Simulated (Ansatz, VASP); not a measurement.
## Ti in VASP and in Ansatz

```
CELL_PARAMETERS angstrom
-1.66803 1.81572 1.66803
1.66803 -1.81572 1.66803
1.66803 1.81572 -1.66803
ATOMIC_POSITIONS crystal
Ti 0.00000 0.00000 0.00000
```

Alike in both runs: task single point; functional PBEsol; k mesh 16 × 16 × 16; occupations gaussian, width 0.1 eV; no spin polarisation.

|  | VASP | Ansatz |
| --- | --- | --- |
| version | VASP 6.6.1 | Ansatz 0.2.0 |
| potentials or method | VASP PAW PBE potentials, release 64 (Ti_sv), cutoff 520 eV | scalar-relativistic, plane waves, PAW |
| valence electrons in the cell | 12 | 12 |

VASP gave:

* gap on the k mesh at the Fermi level (eV): none
* pressure (GPa): -16.0
* traceless stress, the component that is largest in VASP (GPa): 1.38

Q: Which values does Ansatz return?

A: gap on the k mesh at the Fermi level (eV): none; pressure (GPa): -15.9; traceless stress, the component that is largest in VASP (GPa): 1.38.

VASP's potentials were made for PBE, not for PBEsol. A gap of «none» marks a metal or a gap that the smearing closes.
